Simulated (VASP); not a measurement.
Write the native input for VASP 6.6.1 that does the following.

```yaml
Task: single point
Functional: LDA
Potentials_or_basis: VASP PAW LDA potentials, release 64 (Sn_d, O)
Cutoff: 600 eV
k_mesh: 12 × 12 × 8
Occupations: gaussian, width 0.05 eV
Spin: no spin polarisation
Dipole_correction: no
Further_INCAR_settings: ALGO = Normal; EDIFF = 1e-06; NBANDS = 35
```

The structure of SnO2 lies in POSCAR:

```
SnO2
1.0
    1.6037542618     -2.7777725077      0.0000159113
    3.2074919745     -0.0000095545      0.0000378848
    1.6038451485     -0.9259184478      8.1720415014
Sn O
2 4
Direct
    0.7499922517      0.7500004554      0.7500012720
    0.2499922517      0.2500004554      0.2500012720
    0.8774354934      0.8774348143      0.3676976179
    0.3774354934      0.3774348143      0.8676976179
    0.6225722549      0.6225647303      0.1323011100
    0.1225722549      0.1225647303      0.6323011100
```

The input as run:

INCAR

```
SYSTEM = SnO2
PREC = Accurate
ENCUT = 600
EDIFF = 1E-6
ISMEAR = 0
SIGMA = 0.05
LREAL = .False.
LASPH = .True.
NELM = 120
ALGO = Normal
ISIF = 2
LWAVE = .False.
LCHARG = .False.
GGA = CA
NBANDS = 35
GGA_COMPAT = .False.
KPAR = 4
```

KPOINTS

```
regular mesh
0
Gamma
  12 12 8
  0 0 0
```

Potentials or basis: VASP PAW LDA potentials, release 64 (Sn_d, O).

The run is started by

```console
$ cat potpaw_LDA.64/Sn_d/POTCAR potpaw_LDA.64/O/POTCAR > POTCAR
$ mpirun -np 4 vasp_std > vasp.out
```

Results of the run:

| Property | Result |
| --- | --- |
| Pressure | 0.8 GPa |
| Largest force | 0.061 eV/Å |
| Band gap on the k mesh | 1.57 eV |

Caveat: spin-orbit coupling is left out, which moves the levels of the heavy elements.

Wall time 4.8 min on 4 MPI ranks on Intel(R) Xeon(R) Platinum 8488C (Sapphire Rapids), with other jobs on the host, peak memory 1.1 GiB a rank.
